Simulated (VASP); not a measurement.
# Li7ZnCl9 in VASP: single point with PBE

Aim: the single point of Li7ZnCl9 with PBE.

All numbers are computed with VASP 6.6.1; they aren't measurements. Logs are shortened: lines on timing, memory, paths and dates and some standing lists are left out, and cuts for length are marked.

## Step 1: The cell of the first run

The cell holds a disordered packing, 17 atoms: a = 6.971 Å, b = 7.615 Å, c = 7.003 Å, α = 92.73°, β = 91.35°, γ = 91.56°.

## Step 2: Single point, PBE

Contents of INCAR:

```
SYSTEM = Li7ZnCl9
  PREC = Accurate
  ENCUT = 650
  EDIFF = 1E-6
  ISMEAR = 0
  SIGMA = 0.1
  LREAL = Auto
  LASPH = .TRUE.
  NELM = 120
  ALGO = Normal
  ISIF = 2
  LWAVE = .FALSE.
  LCHARG = .TRUE.
  GGA = PE
  LELF = .TRUE.
  LVHAR = .TRUE.
  NBANDS = 62
  ISYM = -1
  GGA_COMPAT = .FALSE.
```

Contents of KPOINTS:

```
explicit points
1
Reciprocal
  0.25000000   0.25000000   0.25000000 1
```

Contents of POSCAR:

```
Li7ZnCl9
1.0
    6.9697143054     -0.0925537526     -0.0872308375
   -0.1080844547      7.6115910650     -0.1853302530
   -0.0792175304     -0.1648329569      7.0007612779
Li Cl Zn
7 9 1
Direct
    0.6118265446      0.1022000119      0.4112491721
   -0.0263101477      0.1974817165      0.8856492380
    0.9115074975      0.4210382772      0.3206307732
    0.3884548623      0.5874233535      0.1535573469
    0.4708866249      0.9334988995      0.9136123850
    0.9240659217      0.6863918265      0.8249857141
    0.4581963949      0.4034134892      0.6664900410
    0.1496680531      0.9344672827      0.8184733942
    0.8748923502      0.0749793800      0.2097660044
    0.0762928046      0.4827407970      0.0325942721
    0.3698378959      0.8985500547      0.2941761447
    0.1270637976      0.2845846615      0.5654629440
    0.5764107747      0.6429067218      0.8803915165
    0.9092279745      0.7153035672      0.4811929146
    0.5598673411      0.4024874588      0.3475859665
    0.6420630097      0.1495235521      0.7535800320
    0.0906094710      0.9757066023      0.4553423261
```

Potentials or basis: VASP PAW PBE potentials, release 64 (Li_sv, Cl, Zn).

Run with:

```bash
cat potpaw_PBE.64/Li_sv/POTCAR potpaw_PBE.64/Cl/POTCAR potpaw_PBE.64/Zn/POTCAR > POTCAR
mpirun -np 1 vasp_std > vasp.out
```

OUTCAR:

```text
SYSTEM = Li7ZnCl9
   PREC = Accurate
   ENCUT = 650
   EDIFF = 1E-6
   ISMEAR = 0
   LREAL = Auto
   LASPH = .TRUE.
   NELM = 120
   ISIF = 2
   GGA = PE
   ISYM = -1

 ion  position               nearest neighbor table
   1  0.612  0.102  0.411-   9 2.35  11 2.37  15 2.39  16 2.41
   2  0.974  0.197  0.886-   8 2.41  10 2.44  16 2.48   9 2.60  12 2.61
   3  0.912  0.421  0.321-  10 2.40  14 2.46  15 2.46  12 2.53
   4  0.388  0.587  0.154-  15 2.34  13 2.39  10 2.42  11 2.53
   5  0.471  0.933  0.914-   8 2.32  16 2.35  13 2.35
   6  0.924  0.686  0.825-  10 2.42   8 2.43  14 2.43  13 2.48
   7  0.458  0.403  0.666-  15 2.36  13 2.42  16 2.44  12 2.53
   8  0.150  0.934  0.818-   5 2.32   2 2.41   6 2.43  17 2.60
   9  0.875  0.075  0.210-   1 2.35  17 2.42   2 2.60
  10  0.076  0.483  0.033-   3 2.40   4 2.42   6 2.42   2 2.44
  11  0.370  0.899  0.294-  17 2.35   1 2.37   4 2.53
  12  0.127  0.285  0.565-  17 2.44   7 2.53   3 2.53   2 2.61
  13  0.576  0.643  0.880-   5 2.35   4 2.39   7 2.42   6 2.48
  14  0.909  0.715  0.481-  17 2.34   6 2.43   3 2.46
  15  0.560  0.402  0.348-   4 2.34   7 2.36   1 2.39   3 2.46
  16  0.642  0.150  0.754-   5 2.35   1 2.41   7 2.44   2 2.48
  17  0.091  0.976  0.455-  14 2.34  11 2.35   9 2.42  12 2.44   8 2.60

IMPORTANT INFORMATION: All symmetrisations will be switched off!
NOSYMM: (Re-)initialisation of all symmetry stuff for point group C_1.

----------------------------------------------------------------------------------------

                                     Primitive cell

  volume of cell :     371.0562

  direct lattice vectors                    reciprocal lattice vectors
     6.969714305 -0.092553753 -0.087230838     0.143526448  0.002078809  0.001673028
    -0.108084455  7.611591065 -0.185330253     0.001784973  0.131479790  0.003115890
    -0.079217530 -0.164832957  7.000761278     0.001835621  0.003506550  0.142944941

  length of vectors
     6.970874616  7.614614113  7.003149562     0.143551252  0.131528819  0.142999726

  position of ions in fractional coordinates (direct lattice)
     0.611826545  0.102200012  0.411249172
     0.973689852  0.197481717  0.885649238
     0.911507497  0.421038277  0.320630773
     0.388454862  0.587423354  0.153557347
     0.470886625  0.933498900  0.913612385
     0.924065922  0.686391826  0.824985714
[... 9 lines left out ...]
     0.642063010  0.149523552  0.753580032
     0.090609471  0.975706602  0.455342326

  ion indices of the primitive-cell ions
   primitive index   ion index
                 1           1
                 2           2
                 3           3
                 4           4
                 5           5
                 6           6
[... 9 lines left out ...]
                16          16
                17          17

----------------------------------------------------------------------------------------

 KPOINTS: explicit points

Read explicit list of k-points.

 Found      1 k-points:

 Following reciprocal coordinates:
            Coordinates               Weight
  0.250000  0.250000  0.250000      1.000000
   k-points           NKPTS =      1   k-points in BZ     NKDIM =      1   number of bands    NBANDS=     62
   number of dos      NEDOS =    301   number of ions     NIONS =     17
   total plane-waves  NPLWV = 230400
   dimension x,y,z NGX =    60 NGY =   64 NGZ =   60
   dimension x,y,z NGXF=   120 NGYF=  128 NGZF=  120
   ions per type =               7   9   1
   NGX,Y,Z   is equivalent  to a cutoff of  14.31, 13.97, 14.24 a.u.
   NGXF,Y,Z  is equivalent  to a cutoff of  28.62, 27.95, 28.49 a.u.
 SYSTEM =  Li7ZnCl9
   PREC   = accura    normal or accurate (medium, high low for compatibility)
   ISTART =      0    job   : 0-new  1-cont  2-samecut
   ICHARG =      2    charge: 1-file 2-atom 10-const
   ISPIN  =      1    spin polarized calculation?
   LNONCOLLINEAR =      F non collinear calculations
   LSORBIT =      F    spin-orbit coupling
   LASPH  =      T    aspherical Exc in radial PAW
   ENCUT  =  650.0 eV  47.77 Ry    6.91 a.u.  14.49 15.83 14.56*2*pi/ulx,y,z
   NELM   =    120;   NELMIN=  2; NELMDL= -5     # of ELM steps
   EDIFF  = 0.1E-05   stopping-criterion for ELM
   LREAL  =      T    real-space projection
   EDIFFG = 0.1E-04   stopping-criterion for IOM
   NSW    =      0    number of steps for IOM
   IBRION =     -1    ionic relax: 0-MD 1-quasi-New 2-CG
   NFREE  =      0    steps in history (QN), initial steepest desc. (CG)
   ISIF   =      2    stress and relaxation
   ISYM   =     -1    0-nonsym 1-usesym 2-fastsym
   POTIM  = 0.5000    time-step for ionic-motion
   TEBEG  =    0.0;   TEEND  =   0.0 temperature during run
   PSTRESS=    0.0 pullay stress
   NELECT =      96.0000    total number of electrons
   NUPDOWN=      -1.0000    fix difference up-down
   EMIN   =  10.00;   EMAX   =-10.00  energy-range for DOS
   EFERMI =   0.00;   METHOD = LEGACY
   ISMEAR =     0;   SIGMA  =   0.10  broadening in eV -4-tet -1-fermi 0-gaus
   EFERMI_NEDOS =   21; number of points for ismear=-14 and -15
   IALGO  =     38    algorithm
   IMIX   =      4    mixing-type and parameters
     AMIX     =   0.40;   BMIX     =  1.00
     AMIX_MAG =   1.60;   BMIX_MAG =  1.00
  volume/ion in A,a.u.               =      21.83       147.29
  Fermi-wavevector in a.u.,A,eV,Ry     =   1.043163  1.971291 14.805699  1.088188
  Thomas-Fermi vector in A             =   2.177860
   LORBIT       =      0    0 simple, 1 ext, 2 COOP (PROOUT), +10 PAW based schemes
   GGA     = PE    functional components
   LHFCALC =     F    Hartree Fock is set to
   AEXX    =    0.0000 exact exchange contribution
   IVDW    =     0    specifies the selected vdW correction
   LEPSILON=     F    determine dielectric tensor
   LRPA    =     F    only Hartree local field effects (RPA)
 non-spin polarized calculation
 Gauss-broadening in eV      SIGMA  =   0.10
  energy-cutoff  :      650.00
  volume of cell :      371.06
 maximum number of plane-waves:     13968
 NGX is ok and might be reduce to    60
   NGX = 29   NGY = 31   NGZ = 29

 number of electron      95.9999989 magnetization

 Free energy of the ion-electron system (eV)
  ---------------------------------------------------
  ext. energy  EPLUGINS =         0.00000000
  ---------------------------------------------------
  free energy    TOTEN  =       -59.26862313 eV

  energy without entropy =      -59.26862313  energy(sigma->0) =      -59.26862313

 E-fermi :  -0.3656     XC(G=0):  -7.7191

 val. band max:       -0.8521329211   @ k =   0.2500   0.2500   0.2500
 cond. band min:       4.0928739805   @ k =   0.2500   0.2500   0.2500
 fundamental gap:      4.9450069015
 Fermi energy:        -0.3655805024

 k-point     1 :       0.2500    0.2500    0.2500
  band No.  band energies     occupation
      1     -44.5268      2.00000
      2     -44.4936      2.00000
      3     -44.4445      2.00000
      4     -44.4143      2.00000
      5     -44.3979      2.00000
      6     -44.3057      2.00000
[... 52 lines left out ...]
     59       7.7770      0.00000
     60       7.9311      0.00000
 [bands above 60 left out]

------------------------ aborting loop because EDIFF is reached ----------------------------------------

  FORCE on cell =-STRESS in cart. coord.  units (eV):
  Direction    XX          YY          ZZ          XY          YZ          ZX
  --------------------------------------------------------------------------------------
  -------------------------------------------------------------------------------------
  Total       -0.0966244     -0.2202745     -0.0539443     -0.0632620     -0.0492536      0.0254108
  in kB       -0.4172129     -0.9511196     -0.2329253     -0.2731579     -0.2126715      0.1097208
  external PRESSURE =      -0.5337526 kB  Pullay stress =       0.0000000 kB

 VOLUME and BASIS-vectors are now :
 -----------------------------------------------------------------------------
  energy-cutoff  :      650.00
  volume of cell :      371.06
      direct lattice vectors                 reciprocal lattice vectors
     6.969714305 -0.092553753 -0.087230838     0.143526448  0.002078809  0.001673028
    -0.108084455  7.611591065 -0.185330253     0.001784973  0.131479790  0.003115890
    -0.079217530 -0.164832957  7.000761278     0.001835621  0.003506550  0.142944941

 POSITION                                       TOTAL-FORCE (eV/Angst)
 -----------------------------------------------------------------------------------
      4.22063      0.65349      2.80675        -0.012307      0.019199     -0.004554
      6.69484      1.26705      6.07868         0.002827      0.031513      0.005780
      6.28204      3.06756      2.08712         0.008076      0.006600     -0.009502
      2.63176      4.40996      0.93227        -0.009471     -0.008574     -0.000900
      3.10867      6.91124      6.18190         0.005726     -0.008225      0.006869
      6.30093      5.00302      5.56771         0.001135     -0.018499     -0.002242
[... 9 lines left out ...]
      4.39914      0.95447      5.19191        -0.008927     -0.007734     -0.011097
      0.48999      7.34324      2.99901         0.003390      0.009894      0.014123
 -----------------------------------------------------------------------------------
    total drift:                               -0.005091     -0.004990      0.017121

  FREE ENERGIE OF THE ION-ELECTRON SYSTEM (eV)
  ---------------------------------------------------
  free  energy   TOTEN  =       -59.2686231278 eV

  energy  without entropy=      -59.2686231278  energy(sigma->0) =      -59.26862313
```

Run time: 87 s. Hardware: 1 thread of Intel Xeon 6975P-C (Granite Rapids), shared host; peak memory 0.47 GiB.

Results:

* Free energy: -59.2686 eV
* Pressure: -0.1 GPa
* Largest force: 0.034 eV/Å

Forces in eV/Å, atoms in the order of the input:
```
Li  -0.012  0.019 -0.005
Li   0.003  0.032  0.006
Li   0.008  0.007 -0.010
Li  -0.009 -0.009 -0.001
Li   0.006 -0.008  0.007
Li   0.001 -0.018 -0.002
Li  -0.005  0.003 -0.009
Cl   0.026  0.001  0.003
Cl  -0.012 -0.004 -0.014
Cl  -0.003 -0.005 -0.001
Cl   0.013  0.014  0.013
Cl  -0.016 -0.029 -0.008
Cl  -0.002  0.010  0.004
Cl  -0.001  0.000  0.008
Cl   0.009 -0.014  0.007
Cl  -0.009 -0.008 -0.011
Zn   0.003  0.010  0.014
```

Levels at points of the mesh, in eV from the Fermi level:
| k point | band 46 | band 47 | band 48 | band 49 | band 50 | band 51 |
| --- | --- | --- | --- | --- | --- | --- |
| (0.25, 0.25, 0.25) | -0.79 | -0.67 | -0.49 | 4.46 | 6.01 | 6.36 |
